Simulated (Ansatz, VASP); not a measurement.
## LiCl in VASP and in Ansatz

File INCAR:

```
SYSTEM = LiCl
  PREC = Accurate
  ENCUT = 520
  EDIFF = 1E-6
  ISMEAR = 0
  SIGMA = 0.05
  LREAL = .False.
  LASPH = .True.
  NELM = 60
  ALGO = Normal
  ISIF = 2
  LWAVE = .False.
  LCHARG = .False.
  NBANDS = 12
```

File KPOINTS:

```
Automatic mesh
0
Gamma
  8 8 8
  0 0 0
```

POSCAR

```
LiCl
1.0
    0.0000000000      2.6288790000      2.6929980000
    2.6288790000      0.0000000000      2.6929980000
    2.6288790000      2.6288790000      0.0000000000
Li Cl
1 1
Direct
    0.0000000000      0.0000000000      0.0000000000
    0.5000000000      0.5000000000      0.5000000000
```

Input for Ansatz:

```yaml
crystal:
  lattice:
    - [0.0, 2.628879, 2.692998]
    - [2.628879, 0.0, 2.692998]
    - [2.628879, 2.628879, 0.0]
  atoms:
    - { symbol: Li, position: [0.0, 0.0, 0.0] }
    - { symbol: Cl, position: [0.5, 0.5, 0.5] }
basis:
  ecutwfc: 420
kpoints:
  mp_grid: { grid: [8, 8, 8] }
hamiltonian:
  xc: lda
scf:
  occupations: { method: gaussian, width: 0.05 }
output:
  forces: true
  stress: true
  eigenvalues: true
```

Change from the starting cell: strain +0.025 along x and y, +0.050 along z, atoms carried along.

Alike in both runs: task single point; functional LDA; k mesh 8 × 8 × 8; occupations gaussian, width 0.05 eV; no spin polarisation.

|  | VASP | Ansatz |
| --- | --- | --- |
| version | VASP 6.6.1 | Ansatz 0.2.0 |
| potentials or method | VASP PAW LDA potentials, release 64 (Li_sv, Cl), cutoff 520 eV | scalar-relativistic, plane waves, PAW |
| valence electrons in the cell | 10 | 10 |

```tsv
	VASP	Ansatz	Ansatz less VASP
gap on the k mesh at the Fermi level (eV)	5.44	5.43	-0.017
least direct gap on the mesh (eV)	5.44	5.43	-0.017
```

LDA's correlation is that of Perdew and Zunger in VASP and of Perdew and Wang (1992) in Ansatz.

Noted on VASP's run: the cutoff is short for stress, so the pressure is rough.
